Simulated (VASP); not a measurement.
Wanted: the native input for a VASP 6.6.1 run.

- Task: electric field gradients
- Functional: LDA
- Potentials or basis: VASP PAW LDA potentials, release 64 (Ba_sv, Ti_sv, O)
- Cutoff: 520 eV
- k mesh: 8 × 8 × 8
- Occupations: fermi-dirac, width 0.02 eV
- Spin: no spin polarisation
- Dipole correction: no
- Further INCAR settings: ALGO = Normal; EDIFF = 1e-08; NBANDS = 28

The structure of BaTiO3 lies in POSCAR:

```
BaTiO3
1.0
    4.0060000000      0.0000000000      0.0000000000
    0.0000000000      4.0060000000      0.0000000000
    0.0000000000      0.0000000000      4.0060000000
Ba Ti O
1 1 3
Direct
    0.5000000000      0.5000000000      0.5000000000
    0.0000000000      0.0000000000      0.0000000000
    0.5000000000      0.0000000000      0.0000000000
    0.0000000000      0.5000000000      0.0000000000
    0.0000000000      0.0000000000      0.5000000000
```

One way to write it, as run:

INCAR

```
PREC = Accurate
ENCUT = 520
EDIFF = 1E-8
ISMEAR = -1
SIGMA = 0.02
LREAL = False
LASPH = True
NELM = 60
ALGO = Normal
ISIF = 2
LWAVE = False
LCHARG = False
LEFG = True
NBANDS = 28
```

KPOINTS

```
Automatic mesh
0
Gamma
  8 8 8
```

Potentials or basis: VASP PAW LDA potentials, release 64 (Ba_sv, Ti_sv, O).

Launch:

```sh
$ cat potpaw_LDA.64/Ba_sv/POTCAR potpaw_LDA.64/Ti_sv/POTCAR potpaw_LDA.64/O/POTCAR > POTCAR
$ mpirun -np 1 vasp_std > vasp.out
```

Results of the run:

```json
{
 "Pressure": "-7.3 GPa",
 "Band gap on the k mesh": "1.65 eV, indirect (least direct gap 1.80 eV)"
}
```

Caveat: without QUAD_EFG the Cq values of the log hold for a quadrupole moment of 1 mb, not for the nuclei; spin-orbit coupling is left out, which moves the levels of the heavy elements.

Run time: 58 s on 1 thread of Intel(R) Xeon(R) Platinum 8488C (Sapphire Rapids) (shared host), peak memory 0.19 GiB.
